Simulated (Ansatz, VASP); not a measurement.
# Two plane-wave programs on Ga4As3N

```
N Ga As
1.0
     3.81023    0.00000    0.00000
     0.00000    7.68300    0.00000
     0.00000    0.00000    5.30504
N Ga As
1 4 3
Direct
  0.00000 0.00000 0.00662
  0.50000 0.00000 0.81633
  0.00000 0.78932 0.22307
  0.50000 0.50000 0.72568
  0.00000 0.21068 0.22307
  0.50000 0.76977 0.50156
  0.00000 0.50000 0.00212
  0.50000 0.23023 0.50156
```

Alike in both runs: task single point; functional PBE; k mesh 6 × 4 × 6; occupations fermi-dirac, width 0.02 eV; no spin polarisation.

|  | VASP | Ansatz |
| --- | --- | --- |
| version | VASP 6.6.1 | Ansatz 0.2.0 |
| potentials or method | VASP PAW PBE potentials, release 64 (N, Ga_d, As) | plane waves, PAW |
| plane-wave cutoff (eV) | 520 | 420 |
| valence electrons in the cell | 72 | 102 |

Ansatz gave:

| Item | Value |
| --- | --- |
| pressure (GPa) | 3.3 |
| rms of the force components (eV/Å) | 0.041 |

What did VASP give for the same quantities?

Pressure (GPa): 3.5; rms of the force components (eV/Å): 0.042.

With one functional, cell and mesh, what is left measures potentials, basis and numerics. VASP's potentials hold 72 valence electrons a cell and Ansatz's 102, so a difference there can come from the potentials and not from the codes.
